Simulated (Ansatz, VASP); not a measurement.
SrO in VASP and in Ansatz

```
Sr O
1.0
     0.00000    2.63049    2.63049
     2.63049    0.00000    2.63049
     2.63049    2.63049    0.00000
Sr O
1 1
Cartesian
  2.6305 2.6305 2.6305
  0.0000 0.0000 0.0000
```

Alike in both runs: task single point; functional r2SCAN; k mesh 8 × 8 × 8; no spin polarisation.

```csv
,VASP,Ansatz
version,VASP 6.6.1,Ansatz 0.2.0
potentials or method,"VASP PAW PBE potentials, release 64 (Sr_sv, O)","plane waves, PAW"
plane-wave cutoff (eV),520,500
occupations,"gaussian, width 0.01 eV",fixed
valence electrons in the cell,16,16
```

```tsv
	VASP	Ansatz	Ansatz less VASP
gap on the k mesh at the Fermi level (eV)	3.77	3.81	+0.046
pressure (GPa)	-4.4	-4.8	-0.40
```

VASP's potentials were made for PBE, not for r2SCAN.
